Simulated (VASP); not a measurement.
A run of VASP 6.6.1 is set up as follows.

File INCAR:

```
PREC = Accurate
ENCUT = 520
EDIFF = 1E-6
ISMEAR = 0
SIGMA = 0.1
LREAL = F
LASPH = T
NELM = 150
ALGO = Normal
ISIF = 2
LWAVE = F
LCHARG = T
ISPIN = 2
MAGMOM = 2 0 0 0 0
LORBIT = 11
LMAXMIX = 4
GGA = PE
LELF = T
LVHAR = T
NBANDS = 32
```

The input KPOINTS:

```
regular mesh
0
Gamma
  4 4 4
```

File POSCAR:

```
VI3Br
1.0
    5.4222189000      0.0000000000      0.0000000000
    0.0000000000      5.4222189000      0.0000000000
    0.0000000000      0.0000000000      5.4222189000
V I Br
1 3 1
Direct
    0.5000000000      0.5000000000      0.5000000000
    0.0000000000      0.5000000000      0.5000000000
    0.5000000000      0.0000000000      0.5000000000
    0.5000000000      0.5000000000      0.0000000000
    0.0000000000      0.0000000000      0.0000000000
```

Potentials or basis: VASP PAW PBE potentials, release 64 (V_sv, I, Br).

Command:

```sh
$ cat potpaw_PBE.64/V_sv/POTCAR potpaw_PBE.64/I/POTCAR potpaw_PBE.64/Br/POTCAR > POTCAR
$ mpirun -np 1 vasp_std > vasp.out
```

Task: Estimate the net moment.

Result: -0.13 μB per cell.

Task: Predict the site moments.

Result: V -0.10; I +0.01; Br -0.05 μB.
